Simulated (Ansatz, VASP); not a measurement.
## Hf in VASP and in Ansatz

File INCAR:

```
ALGO     = Fast           # electronic algorithm
EDIFF    = 1E-6           # SCF threshold, eV
EDIFFG   = -0.002         # ionic threshold
ENCUT    = 600            # plane-wave cutoff, eV
GGA      = PE             # functional
IBRION   = 2              # ionic algorithm
ISIF     = 3              # what is computed and relaxed
ISMEAR   = 0              # smearing method
LASPH    = True           # aspherical terms in the spheres
LCHARG   = False          # write CHGCAR
LREAL    = False          # projectors in reciprocal space
LWAVE    = False          # write WAVECAR
NELM     = 100            # most SCF steps
NSW      = 100            # ionic steps
PREC     = Accurate       # precision mode
SIGMA    = 0.1            # smearing width, eV
```

Contents of KPOINTS:

```
k-points
0
Gamma
  12 12 8
```

The input POSCAR:

```
Hf
1.0
    3.1923846300      0.0000000000      0.0000000000
   -1.5961923200      2.7646861900      0.0000000000
    0.0000000000      0.0000000000      5.0450416400
Hf
2
Direct
    0.3333333300      0.6666666700      0.2500000000
    0.6666666700      0.3333333300      0.7500000000
```

Input for Ansatz:

```yaml
crystal:
  lattice:
    - [3.19238463, 0.0, 0.0]
    - [-1.59619232, 2.76468619, 0.0]
    - [0.0, 0.0, 5.04504164]
  atoms:
    - { symbol: Hf, position: [0.33333333, 0.66666667, 0.25] }
    - { symbol: Hf, position: [0.66666667, 0.33333333, 0.75] }
basis:
  ecutwfc: 420
kpoints:
  mp_grid: { grid: [12, 12, 8] }
hamiltonian:
  xc: pbe
  pseudopotentials: { kind: paw, azcp: { folder: soft_1 } }
scf:
  occupations: { method: gaussian, width: 0.1 }
output:
  forces: true
  stress: true
  eigenvalues: true
  write_density: true
  write_potential: true
  elf: true
  volumetric_format: npy
relax:
  adjacent_minimum: "off"
  f_tol: 0.002
  max_steps: 80
  cell: { stress_tol: 0.02 }
```

Alike in both runs: task relaxation of cell and atoms; functional PBE; k mesh 12 × 12 × 8; occupations gaussian, width 0.1 eV; no spin polarisation.

```csv
,VASP,Ansatz
version,VASP 6.6.1,Ansatz 0.2.0
potentials or method,"VASP PAW PBE potentials, release 64 (Hf_pv), cutoff 600 eV","scalar-relativistic, plane waves, PAW"
valence electrons in the cell,20,52
```

Ansatz gave:

- gap on the k mesh at the Fermi level, each at its own relaxed structure (eV): none
- relaxed volume (Å³/atom): 22.54
- relaxed length of the cell vector where the two differ most in proportion (Å): 5.071

Problem. Which values does VASP return?

Solution. gap on the k mesh at the Fermi level, each at its own relaxed structure (eV): none; relaxed volume (Å³/atom): 22.45; relaxed length of the cell vector where the two differ most in proportion (Å): 5.063.

A gap of «none» marks a metal or a gap that the smearing closes. VASP's potentials hold 20 valence electrons a cell and Ansatz's 52, so a difference there can come from the potentials and not from the codes.

Neither program's run includes spin-orbit coupling.
